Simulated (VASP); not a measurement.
Here is a VASP 6.6.1 calculation.

The input POSCAR:

```
SiMo3
1.0
    3.9006050250      0.0000000000      0.0000000000
    0.0000000000      3.9006050250      0.0000000000
    0.0000000000      0.0000000000      3.9006050250
Si Mo
1 3
Direct
    0.0000000000      0.0000000000      0.0000000000
    0.0000000000      0.5000000000      0.5000000000
    0.5000000000      0.0000000000      0.5000000000
    0.5000000000      0.5000000000      0.0000000000
```

INCAR.step1

```
PREC = Accurate
ENCUT = 520
ISMEAR = 0
SIGMA = 0.1
LREAL = F
LASPH = T
NELM = 80
NBANDS = 31
GGA = PE
ALGO = Normal
EDIFF = 1E-4
LWAVE = T
LCHARG = F
```

File INCAR.step2:

```
PREC = Accurate
ENCUT = 520
EDIFF = 1E-7
ISMEAR = 0
SIGMA = 0.1
LREAL = F
LASPH = T
NELM = 80
ALGO = Normal
ISIF = 2
LWAVE = F
LCHARG = T
METAGGA = R2SCAN
LMIXTAU = T
LELF = T
LVHAR = T
NBANDS = 31
ISTART = 1
```

The input KPOINTS:

```
regular mesh
0
Gamma
  12 12 12
```

Potentials or basis: VASP PAW PBE potentials, release 64 (Si, Mo_sv).

Command:

```console
$ cat potpaw_PBE.64/Si/POTCAR potpaw_PBE.64/Mo_sv/POTCAR > POTCAR
$ cp INCAR.step1 INCAR
$ mpirun -np 1 vasp_std > vasp.out
$ cp INCAR.step2 INCAR
$ mpirun -np 1 vasp_std > vasp.out
```

Question: What does it give for the band gap on the k mesh?

Answer: Zero (bands 23 and 24 overlap by 1.31 eV).

Question: Estimate the pressure.

Answer: 0.8 GPa.

Caveat: the PAW data sets were made with another functional, which shifts forces and pressure a little.
